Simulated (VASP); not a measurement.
Cd, 1 atom in the cell. The structure is cubic, space group Im-3m (No. 229). The conventional cell has a = 3.429 Å, b = 3.429 Å, c = 3.429 Å, α = 90.00°, β = 90.00°, γ = 90.00°. Cd (site symmetry m-3m) has 14 Cd at 2.97 to 3.43 Å within 3.9 Å. 

* Program: VASP 6.6.1
* Task: single point
* Functional: LDA
* Potentials or basis: VASP PAW LDA potentials, release 64 (Cd)
* Cutoff: 520 eV
* k mesh: 13 × 13 × 13
* Occupations: fermi-dirac, width 0.136057 eV
* Spin: no spin polarisation
* Dipole correction: no
* Further INCAR settings: ALGO = Normal; EDIFF = 1e-06; NBANDS = 12

Potentials or basis: VASP PAW LDA potentials, release 64 (Cd).

The run is started by

```console
$ cat potpaw_LDA.64/Cd/POTCAR > POTCAR
$ mpirun -np 1 vasp_std > vasp.out
```

Hardware: 1 thread of Intel(R) Xeon(R) 6975P-C (Granite Rapids) (shared host).

Problem. How long does it take, and how much memory?

Solution. Wall time 5.7 s on 1 thread of Intel(R) Xeon(R) 6975P-C (Granite Rapids), with other jobs on the host, peak memory 0.13 GiB. Counts: scf iterations 11, k points 84.
